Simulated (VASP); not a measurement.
A run of VASP 6.6.1 is set up as follows.

Contents of POSCAR:

```
Pd
1.0
    2.7484279448      0.0000000000      0.0000000000
   -1.3742139724      2.3802084206      0.0000000000
    0.0000000000      0.0000000000      4.5985089874
Pd
2
Direct
    0.3333333333      0.6666666667      0.2500000000
    0.6666666667      0.3333333333      0.7500000000
```

The input INCAR.step1:

```
ALGO = Normal
EDIFF = 1E-4
ENCUT = 520
GGA = PE
ISMEAR = -1
ISPIN = 2
LASPH = T
LCHARG = F
LMAXMIX = 4
LREAL = F
LWAVE = T
MAGMOM = 0.44 0.44
NBANDS = 21
NELM = 150
PREC = Accurate
SIGMA = 0.05
```

Contents of INCAR.step2:

```
ALGO = Normal
EDIFF = 1E-6
ENCUT = 520
ISIF = 2
ISMEAR = -1
ISPIN = 2
ISTART = 1
LASPH = T
LCHARG = F
LMAXMIX = 4
LMIXTAU = T
LORBIT = 11
LREAL = F
LWAVE = F
MAGMOM = 0.44 0.44
METAGGA = R2SCAN
NBANDS = 21
NELM = 150
PREC = Accurate
SIGMA = 0.05
```

KPOINTS

```
k-points
0
Gamma
  15 15 8
```

Potentials or basis: VASP PAW PBE potentials, release 64 (Pd).

Command:

```sh
$ cat potpaw_PBE.64/Pd/POTCAR > POTCAR
$ cp INCAR.step1 INCAR
$ mpirun -np 1 vasp_std > vasp.out
$ cp INCAR.step2 INCAR
$ mpirun -np 1 vasp_std > vasp.out
```

(1) Predict the net moment.

(2) Estimate the site moments.

Answers

(1) 0.82 μB per cell.

(2) Pd +0.42 μB.
